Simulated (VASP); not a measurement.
Wanted: the native input for a VASP 6.6.1 run.

| Item | Value |
| --- | --- |
| Task | single point |
| Functional | PBE |
| Potentials or basis | VASP PAW PBE potentials, release 64 (Ca_sv, Hf_pv) |
| Cutoff | 500 eV |
| k mesh | 4 × 4 × 4 |
| Occupations | gaussian, width 0.1 eV |
| Spin | no spin polarisation |
| Dipole correction | no |
| Further INCAR settings | ALGO = Normal; EDIFF = 1e-06; NBANDS = 28 |

The structure of CaHf3 lies in POSCAR:

```
CaHf3
1.0
    4.6067072732      0.0000000000      0.0000000000
    0.0000000000      4.6067072732      0.0000000000
    0.0000000000      0.0000000000      4.6067072732
Ca Hf
1 3
Direct
    0.0000000000      0.0000000000      0.0000000000
    0.0000000000      0.5000000000      0.5000000000
    0.5000000000      0.0000000000      0.5000000000
    0.5000000000      0.5000000000      0.0000000000
```

The cell was built from a structure type or drawn by symmetry, and may not be a known phase.

One way to write it, as run:

INCAR

```
  PREC = Accurate
  ENCUT = 500
  EDIFF = 1E-6
  ISMEAR = 0
  SIGMA = 0.1
  LREAL = F
  LASPH = T
  NELM = 120
  ALGO = Normal
  ISIF = 2
  LWAVE = F
  LCHARG = F
  GGA = PE
  NBANDS = 28
  GGA_COMPAT = F
```

KPOINTS

```
Automatic mesh
0
Gamma
  4 4 4
```

Potentials or basis: VASP PAW PBE potentials, release 64 (Ca_sv, Hf_pv).

The run is started by

```console
$ cat potpaw_PBE.64/Ca_sv/POTCAR potpaw_PBE.64/Hf_pv/POTCAR > POTCAR
$ mpirun -np 1 vasp_std > vasp.out
```

It gave:

- Pressure: -0.1 GPa
- Band gap on the k mesh: zero (bands 20 and 21 overlap by 0.82 eV)

Caveat: spin-orbit coupling is left out, which moves the levels of the heavy elements.

It took 20 s on 1 thread of Intel(R) Xeon(R) Platinum 8488C (Sapphire Rapids), with other jobs on the host, peak memory 0.21 GiB.
